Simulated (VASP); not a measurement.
# Si2Mo (I4/mmm) in VASP: single point with PBE

Aim: the single point of Si2Mo with PBE.

Program: VASP 6.6.1. These are calculated values, not measurements. Logs are shortened: lines on timing, memory, paths and dates and some standing lists are left out, and cuts for length are marked.

### 1 The cell of the first run

The structure is tetragonal, space group I4/mmm (No. 139). Conventional cell: a = 3.217 Å, b = 3.217 Å, c = 7.873 Å, α = 90.00°, β = 90.00°, γ = 90.00°. Si (site symmetry 4mm) has 9 Si at 2.60 to 3.22 Å and 5 Mo at 2.62 to 2.64 Å within 3.4 Å. Within 3.5 Å of Mo (site symmetry 4/mmm) lie 10 Si at 2.62 to 2.64 Å and 4 Mo at 3.22 Å.

### 2 Single point, PBE

The input, INCAR:

```
PREC = Accurate ; ENCUT = 520
EDIFF = 1E-7 ; ISMEAR = 0
SIGMA = 0.15 ; LREAL = False
LASPH = True ; NELM = 100
ALGO = Normal ; ISIF = 2
LWAVE = False ; LCHARG = True
GGA = PE ; LELF = True
LVHAR = True ; NBANDS = 56
```

The input, KPOINTS:

```
regular mesh
0
Gamma
  14 14 3
```

The input, POSCAR:

```
Si2Mo
1.0
   -3.2168473663      0.0000000000      0.0000000000
    0.0000000000     -3.2168473663      0.0000000000
    0.0000000000      0.0000000000     15.7460400265
Si Mo
8 4
Direct
    0.5000000000      0.5000000000      0.4175495698
    1.0000000000      1.0000000000      0.1675495698
    0.5000000000      0.5000000000      0.9175495698
    1.0000000000      1.0000000000      0.6675495698
    0.5000000000      0.5000000000      0.5824504302
    1.0000000000      1.0000000000      0.3324504302
    0.5000000000      0.5000000000      0.0824504302
    1.0000000000      1.0000000000      0.8324504302
    0.0000000000      0.0000000000      0.5000000000
    0.5000000000      0.5000000000      0.2500000000
    0.0000000000      0.0000000000      0.0000000000
    0.5000000000      0.5000000000      0.7500000000
```

Potentials or basis: VASP PAW PBE potentials, release 64 (Si, Mo_sv).

Command:

```bash
$ cat potpaw_PBE.64/Si/POTCAR potpaw_PBE.64/Mo_sv/POTCAR > POTCAR
$ mpirun -np 1 vasp_std > vasp.out
```

OUTCAR:

```text
PREC = Accurate
   ENCUT = 520
   EDIFF = 1E-7
   ISMEAR = 0
   LREAL = False
   LASPH = True
   NELM = 100
   ISIF = 2
   GGA = PE

 ion  position               nearest neighbor table
   1  0.500  0.500  0.418-   5 2.60   9 2.62   9 2.62   9 2.62   9 2.62  10 2.64   6 2.64   6 2.64
                             6 2.64   6 2.64
   2  0.000  0.000  0.168-   6 2.60  10 2.62  10 2.62  10 2.62  10 2.62  11 2.64   7 2.64   7 2.64
                             7 2.64   7 2.64
   3  0.500  0.500  0.918-   7 2.60  11 2.62  11 2.62  11 2.62  11 2.62  12 2.64   8 2.64   8 2.64
                             8 2.64   8 2.64
   4  0.000  0.000  0.668-   8 2.60  12 2.62  12 2.62  12 2.62  12 2.62   9 2.64   5 2.64   5 2.64
                             5 2.64   5 2.64
   5  0.500  0.500  0.582-   1 2.60   9 2.62   9 2.62   9 2.62   9 2.62  12 2.64   4 2.64   4 2.64
                             4 2.64   4 2.64
   6  0.000  0.000  0.332-   2 2.60  10 2.62  10 2.62  10 2.62  10 2.62   9 2.64   1 2.64   1 2.64
                             1 2.64   1 2.64
   7  0.500  0.500  0.082-   3 2.60  11 2.62  11 2.62  11 2.62  11 2.62  10 2.64   2 2.64   2 2.64
                             2 2.64   2 2.64
   8  0.000  0.000  0.832-   4 2.60  12 2.62  12 2.62  12 2.62  12 2.62  11 2.64   3 2.64   3 2.64
                             3 2.64   3 2.64
   9  0.000  0.000  0.500-   1 2.62   5 2.62   1 2.62   5 2.62   1 2.62   5 2.62   1 2.62   5 2.62
                             4 2.64   6 2.64
  10  0.500  0.500  0.250-   2 2.62   6 2.62   2 2.62   6 2.62   2 2.62   6 2.62   2 2.62   6 2.62
                             1 2.64   7 2.64
  11  0.000  0.000  0.000-   3 2.62   7 2.62   3 2.62   7 2.62   3 2.62   7 2.62   3 2.62   7 2.62
                             2 2.64   8 2.64
  12  0.500  0.500  0.750-   4 2.62   8 2.62   4 2.62   8 2.62   4 2.62   8 2.62   4 2.62   8 2.62
                             5 2.64   3 2.64

  LATTYP: Found a simple tetragonal cell.
 ALAT       =     3.2168473663
 C/A-ratio  =     4.8948670028

  Lattice vectors:

 A1 = (  -3.2168473663,   0.0000000000,   0.0000000000)
 A2 = (   0.0000000000,  -3.2168473663,   0.0000000000)
 A3 = (   0.0000000000,   0.0000000000,  15.7460400265)

Analysis of symmetry for initial positions (statically):
=====================================================================
 Subroutine PRICEL returns following result:

  LATTYP: Found a body centered tetragonal cell.
 ALAT       =     3.2168473663
 C/A-ratio  =     2.4474335014

  Lattice vectors:

 A1 = (  -1.6084236831,   1.6084236831,  -3.9365100066)
 A2 = (   1.6084236831,  -1.6084236831,  -3.9365100066)
 A3 = (  -1.6084236831,  -1.6084236832,   3.9365100066)

   4 primitive cells build up your supercell.

 Routine SETGRP: Setting up the symmetry group for a
 simple tetragonal supercell.

 Subroutine GETGRP returns: Found 16 space group operations
 (whereof 16 operations were pure point group operations)
 out of a pool of 16 trial point group operations.

The static configuration has the point symmetry D_4h.

Analysis of symmetry for dynamics (positions and initial velocities):
=====================================================================
 Subroutine PRICEL returns following result:

  LATTYP: Found a body centered tetragonal cell.
 ALAT       =     3.2168473663
 C/A-ratio  =     2.4474335014

  Lattice vectors:

 A1 = (  -1.6084236831,   1.6084236831,  -3.9365100066)
 A2 = (   1.6084236831,  -1.6084236831,  -3.9365100066)
 A3 = (  -1.6084236831,  -1.6084236832,   3.9365100066)

   4 primitive cells build up your supercell.

 Routine SETGRP: Setting up the symmetry group for a
 simple tetragonal supercell.

 Subroutine GETGRP returns: Found 16 space group operations
 (whereof 16 operations were pure point group operations)
 out of a pool of 16 trial point group operations.

The dynamic configuration has the point symmetry D_4h.

 Subroutine INISYM returns: Found 16 space group operations
 (whereof 16 operations are pure point group operations),
 and found     4 'primitive' translations
[... 27 lines left out ...]

 KPOINTS: regular mesh

Automatic generation of k-mesh.
 Grid dimensions read from file:
 generate k-points for:   14   14    3

 Generating k-lattice:

  Cartesian coordinates                     Fractional coordinates (reciprocal lattice)
    -0.022204526  0.000000000  0.000000000     0.071428571  0.000000000  0.000000000
     0.000000000 -0.022204526  0.000000000     0.000000000  0.071428571  0.000000000
     0.000000000  0.000000000  0.021169344     0.000000000  0.000000000  0.333333333

  Length of vectors
     0.022204526  0.022204526  0.021169344

  Shift w.r.t. Gamma in fractional coordinates (k-lattice)
     0.000000000  0.000000000  0.000000000

 Subroutine IBZKPT returns following result:
 ===========================================

 Found     72 irreducible k-points:

 Following reciprocal coordinates:
            Coordinates               Weight
  0.000000  0.000000  0.000000      1.000000
  0.071429  0.000000  0.000000      4.000000
  0.142857  0.000000  0.000000      4.000000
  0.214286  0.000000  0.000000      4.000000
  0.285714  0.000000  0.000000      4.000000
  0.357143  0.000000  0.000000      4.000000
[... 16 lines left out ...]
  0.285714  0.214286  0.000000      8.000000
  0.357143  0.214286  0.000000      8.000000
 [... further k-points ...]
   k-points           NKPTS =     72   k-points in BZ     NKDIM =     72   number of bands    NBANDS=     56
   number of dos      NEDOS =    301   number of ions     NIONS =     12
   total plane-waves  NPLWV =  69120
   dimension x,y,z NGX =    24 NGY =   24 NGZ =  120
   dimension x,y,z NGXF=    48 NGYF=   48 NGZF=  240
   ions per type =               8   4
   NGX,Y,Z   is equivalent  to a cutoff of  12.40, 12.40, 12.67 a.u.
   NGXF,Y,Z  is equivalent  to a cutoff of  24.81, 24.81, 25.34 a.u.
 SYSTEM =  unknown system
   PREC   = accura    normal or accurate (medium, high low for compatibility)
   ISTART =      0    job   : 0-new  1-cont  2-samecut
   ICHARG =      2    charge: 1-file 2-atom 10-const
   ISPIN  =      1    spin polarized calculation?
   LNONCOLLINEAR =      F non collinear calculations
   LSORBIT =      F    spin-orbit coupling
   LASPH  =      T    aspherical Exc in radial PAW
   ENCUT  =  520.0 eV  38.22 Ry    6.18 a.u.   5.98  5.98 29.28*2*pi/ulx,y,z
   NELM   =    100;   NELMIN=  2; NELMDL= -5     # of ELM steps
   EDIFF  = 0.1E-06   stopping-criterion for ELM
   LREAL  =      F    real-space projection
   EDIFFG = 0.1E-05   stopping-criterion for IOM
   NSW    =      0    number of steps for IOM
   IBRION =     -1    ionic relax: 0-MD 1-quasi-New 2-CG
   NFREE  =      0    steps in history (QN), initial steepest desc. (CG)
   ISIF   =      2    stress and relaxation
   ISYM   =      2    0-nonsym 1-usesym 2-fastsym
   POTIM  = 0.5000    time-step for ionic-motion
   TEBEG  =    0.0;   TEEND  =   0.0 temperature during run
   PSTRESS=    0.0 pullay stress
   NELECT =      88.0000    total number of electrons
   NUPDOWN=      -1.0000    fix difference up-down
   EMIN   =  10.00;   EMAX   =-10.00  energy-range for DOS
   EFERMI =   0.00;   METHOD = LEGACY
   ISMEAR =     0;   SIGMA  =   0.15  broadening in eV -4-tet -1-fermi 0-gaus
   EFERMI_NEDOS =   21; number of points for ismear=-14 and -15
   IALGO  =     38    algorithm
   IMIX   =      4    mixing-type and parameters
     AMIX     =   0.40;   BMIX     =  1.00
     AMIX_MAG =   1.60;   BMIX_MAG =  1.00
  volume/ion in A,a.u.               =      13.58        91.63
  Fermi-wavevector in a.u.,A,eV,Ry     =   1.333189  2.519361 24.182889  1.777392
  Thomas-Fermi vector in A             =   2.462066
   LORBIT       =      0    0 simple, 1 ext, 2 COOP (PROOUT), +10 PAW based schemes
   GGA     = PE    functional components
   LHFCALC =     F    Hartree Fock is set to
   AEXX    =    0.0000 exact exchange contribution
   IVDW    =     0    specifies the selected vdW correction
   LEPSILON=     F    determine dielectric tensor
   LRPA    =     F    only Hartree local field effects (RPA)
 non-spin polarized calculation
 Gauss-broadening in eV      SIGMA  =   0.15
  energy-cutoff  :      520.00
  volume of cell :      162.94
 maximum number of plane-waves:      4442
 NGX is ok and might be reduce to    24
   NGX = 11   NGY = 11   NGZ = 59

 number of electron      88.0000015 magnetization

 Free energy of the ion-electron system (eV)
  ---------------------------------------------------
  ext. energy  EPLUGINS =         0.00000000
  ---------------------------------------------------
  free energy    TOTEN  =       -93.05063272 eV

  energy without entropy =      -93.03852738  energy(sigma->0) =      -93.04458005

 E-fermi :  12.0985     XC(G=0): -12.3691

 val. band max:       11.9189048055   @ k =   0.0714   0.0714   0.0000
 cond. band min:      12.1176906202   @ k =   0.2143   0.1429   0.0000
 fundamental gap:      0.1987858147
 Fermi energy:        12.0985299562

 k-point     1 :       0.0000    0.0000    0.0000
  band No.  band energies     occupation
      1     -48.6608      2.00000
      2     -48.6605      2.00000
      3     -48.6605      2.00000
      4     -48.6603      2.00000
      5     -22.8266      2.00000
      6     -22.8152      2.00000
[... 1405 lines left out ...]
     55      15.5558      0.00000
     56      15.5558      0.00000

 [... further k-points ...]

------------------------ aborting loop because EDIFF is reached ----------------------------------------

  FORCE on cell =-STRESS in cart. coord.  units (eV):
  Direction    XX          YY          ZZ          XY          YZ          ZX
  --------------------------------------------------------------------------------------
  -------------------------------------------------------------------------------------
  Total        0.1809000      0.1809000      0.1255907      0.0000000      0.0000000      0.0000000
  in kB        1.7787577      1.7787577      1.2349118      0.0000000      0.0000000      0.0000000
  external PRESSURE =       1.5974757 kB  Pullay stress =       0.0000000 kB

 VOLUME and BASIS-vectors are now :
 -----------------------------------------------------------------------------
  energy-cutoff  :      520.00
  volume of cell :      162.94
      direct lattice vectors                 reciprocal lattice vectors
    -3.216847366  0.000000000  0.000000000    -0.310863366  0.000000000  0.000000000
     0.000000000 -3.216847366  0.000000000     0.000000000 -0.310863366  0.000000000
     0.000000000  0.000000000 15.746040026     0.000000000  0.000000000  0.063508031

 POSITION                                       TOTAL-FORCE (eV/Angst)
 -----------------------------------------------------------------------------------
     -1.60842     -1.60842      6.57475         0.000000     -0.000000      0.002846
      0.00000      0.00000      2.63824         0.000000      0.000000      0.002846
     -1.60842     -1.60842     14.44777        -0.000000      0.000000      0.002846
      0.00000      0.00000     10.51126         0.000000      0.000000      0.002846
     -1.60842     -1.60842      9.17129         0.000000     -0.000000     -0.002846
      0.00000      0.00000      5.23478         0.000000     -0.000000     -0.002846
     -1.60842     -1.60842      1.29827        -0.000000      0.000000     -0.002846
      0.00000      0.00000     13.10780        -0.000000     -0.000000     -0.002846
      0.00000      0.00000      7.87302         0.000000     -0.000000     -0.000000
     -1.60842     -1.60842      3.93651         0.000000      0.000000     -0.000000
      0.00000      0.00000      0.00000         0.000000     -0.000000     -0.000000
     -1.60842     -1.60842     11.80953         0.000000      0.000000     -0.000000
 -----------------------------------------------------------------------------------
    total drift:                               -0.000000      0.000000      0.000000

  FREE ENERGIE OF THE ION-ELECTRON SYSTEM (eV)
  ---------------------------------------------------
  free  energy   TOTEN  =       -93.0506327225 eV

  energy  without entropy=      -93.0385273769  energy(sigma->0) =      -93.04458005
```

It took 17 min on 1 thread of AMD EPYC 7R13, shared host; peak memory 0.53 GiB.

What came out:

```
Free energy            : -93.0506 eV
Pressure               : 0.2 GPa
Band gap on the k mesh : zero (bands 44 and 45 overlap by 0.66 eV)
```

Forces on the atoms (eV/Å):
```
Si   0.000  0.000  0.003
Si   0.000  0.000  0.003
Si   0.000  0.000  0.003
Si   0.000  0.000  0.003
Si   0.000  0.000 -0.003
Si   0.000  0.000 -0.003
Si   0.000  0.000 -0.003
Si   0.000  0.000 -0.003
Mo   0.000  0.000  0.000
Mo   0.000  0.000  0.000
Mo   0.000  0.000  0.000
Mo   0.000  0.000  0.000
```
